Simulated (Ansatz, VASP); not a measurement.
# One calculation of Rh, two programs

```
CELL_PARAMETERS angstrom
0.00000 1.89785 1.89785
1.89785 0.00000 1.89785
1.89785 1.89785 0.00000
ATOMIC_POSITIONS crystal
Rh 0.00000 0.00000 0.00000
```

Alike in both runs: functional PBE; k mesh 9 × 9 × 9; occupations fermi-dirac, width 0.05 eV; non-collinear spin, spin-orbit coupling.

|  | VASP | Ansatz |
| --- | --- | --- |
| version | VASP 6.6.1 | Ansatz 0.2.0 |
| potentials or method | VASP PAW PBE potentials, release 64 (Rh_pv), cutoff 520 eV | all-electron LAPW, relativistic spinors |
| task | single point | band structure |

Ansatz gave:

| Quantity | Value |
| --- | --- |
| pressure (GPa) | 7.7 |
| net moment per atom (μB) | 0.00 |

Question: Estimate VASP's values.

Answer: Pressure (GPa): 7.9; net moment per atom (μB): 0.00.

Ansatz ran all-electron here, and VASP with PAW potentials.

Noted on Ansatz's run: the k mesh is thin for a metal, which can move the energy by tens of meV per atom.
